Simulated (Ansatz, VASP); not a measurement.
# TaSi2: VASP beside Ansatz

```
Ta Si
1.0
     0.00000    2.95986    2.95986
     2.95986    0.00000    2.95986
     2.95986    2.95986    0.00000
Ta Si
1 2
Direct
  0.25000 0.25000 0.25000
  0.75000 0.75000 0.75000
  0.50000 0.50000 0.50000
```

Alike in both runs: functional PBE; k mesh 6 × 6 × 6; occupations gaussian, width 0.2 eV; no spin polarisation.

Ansatz relaxed the structure, and its values are those at the end. VASP's run is a single point on that final structure, the one shown.

|  | VASP | Ansatz |
| --- | --- | --- |
| version | VASP 6.6.1 | Ansatz 0.2.0 |
| potentials or method | VASP PAW PBE potentials, release 64 (Ta_pv, Si), cutoff 500 eV | scalar-relativistic, plane waves, PAW |
| valence electrons in the cell | 19 | 21 |

|  | VASP | Ansatz | Ansatz less VASP |
| --- | --- | --- | --- |
| gap on the k mesh at the Fermi level (eV) | none | none | - |
| pressure (GPa) | -0.2 | -0.2 | +0.01 |

A gap of «none» marks a metal or a gap that the smearing closes. The functional is the same, so the differences come from potentials, cutoffs and numerics. VASP's potentials hold 19 valence electrons a cell and Ansatz's 21, so a difference there can come from the potentials and not from the codes.

Spin-orbit coupling is off throughout.
